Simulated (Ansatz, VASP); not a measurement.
**BP in VASP and in Ansatz**

File POSCAR:

```
BP
1.0
    0.0000000000      2.2690000000      2.2690000000
    2.2690000000      0.0000000000      2.2690000000
    2.2690000000      2.2690000000      0.0000000000
B P
1 1
Direct
    0.0000000000      0.0000000000      0.0000000000
    0.7500000000      0.7500000000      0.7500000000
```

INCAR.step1

```
SYSTEM = BP
PREC     = Accurate       ! precision mode
ENCUT    = 550            ! plane-wave cutoff, eV
ISMEAR   = 0              ! smearing method
SIGMA    = 0.02           ! smearing width, eV
LREAL    = .FALSE.        ! projectors in reciprocal space
LASPH    = .TRUE.         ! aspherical terms in the spheres
NELM     = 120            ! most SCF steps
GGA      = PE             ! functional
ALGO     = Normal         ! electronic algorithm
EDIFF    = 1E-5           ! SCF threshold, eV
LWAVE    = .TRUE.         ! write WAVECAR
LCHARG   = .FALSE.        ! write CHGCAR
GGA_COMPAT= .FALSE.      
IBRION   = 2              ! ionic algorithm
ISIF     = 3              ! what is computed and relaxed
EDIFFG   = -0.005         ! ionic threshold
NELMIN   = 4            
NSW      = 100            ! ionic steps
```

Contents of INCAR.step2:

```
SYSTEM = BP
PREC     = Accurate       ! precision mode
ENCUT    = 550            ! plane-wave cutoff, eV
EDIFF    = 1E-7           ! SCF threshold, eV
ISMEAR   = 0              ! smearing method
SIGMA    = 0.02           ! smearing width, eV
LREAL    = .FALSE.        ! projectors in reciprocal space
LASPH    = .TRUE.         ! aspherical terms in the spheres
NELM     = 120            ! most SCF steps
ALGO     = Normal         ! electronic algorithm
ISIF     = 3              ! what is computed and relaxed
LWAVE    = .FALSE.        ! write WAVECAR
LCHARG   = .FALSE.        ! write CHGCAR
METAGGA  = R2SCAN         ! meta-GGA
LMIXTAU  = .TRUE.       
IBRION   = 2              ! ionic algorithm
NSW      = 100            ! ionic steps
EDIFFG   = -0.005         ! ionic threshold
ISTART   = 1            
GGA_COMPAT= .FALSE.      
NELMIN   = 4
```

File KPOINTS:

```
regular mesh
0
G
  10 10 10
  0 0 0
```

Input for Ansatz:

```yaml
crystal:
  lattice:
    - [0.0, 2.269, 2.269]
    - [2.269, 0.0, 2.269]
    - [2.269, 2.269, 0.0]
  atoms:
    - { symbol: B, position: [0.0, 0.0, 0.0] }
    - { symbol: P, position: [0.75, 0.75, 0.75] }
basis:
  ecutwfc: 520.0
kpoints:
  mp_grid: { grid: [10, 10, 10] }
hamiltonian:
  xc: r2scan
scf:
  occupations: { method: gaussian, width: 0.02 }
output:
  forces: true
  stress: true
  eigenvalues: true
  write_density: true
  write_potential: true
  elf: true
  volumetric_format: npy
relax:
  adjacent_minimum: "off"
  f_tol: 0.005
  max_steps: 80
  cell: { stress_tol: 0.05 }
```

Alike in both runs: task relaxation of cell and atoms; functional r2SCAN; k mesh 10 × 10 × 10; occupations gaussian, width 0.02 eV; no spin polarisation.

|  | VASP | Ansatz |
| --- | --- | --- |
| version | VASP 6.6.1 | Ansatz 0.2.0 |
| potentials or method | VASP PAW PBE potentials, release 64 (B, P), cutoff 550 eV | scalar-relativistic, plane waves, PAW |
| valence electrons in the cell | 8 | 8 |

|  | VASP | Ansatz | Ansatz less VASP |
| --- | --- | --- | --- |
| gap on the k mesh at the Fermi level, each at its own relaxed structure (eV) | 1.44 | 1.41 | -0.027 |
| relaxed volume (Å³/atom) | 11.63 | 11.67 | +0.036 |
| relaxed cell length with the largest relative difference (Å) | 3.205 | 3.208 | +0.0033 |

VASP's potentials were made for PBE, not for r2SCAN.
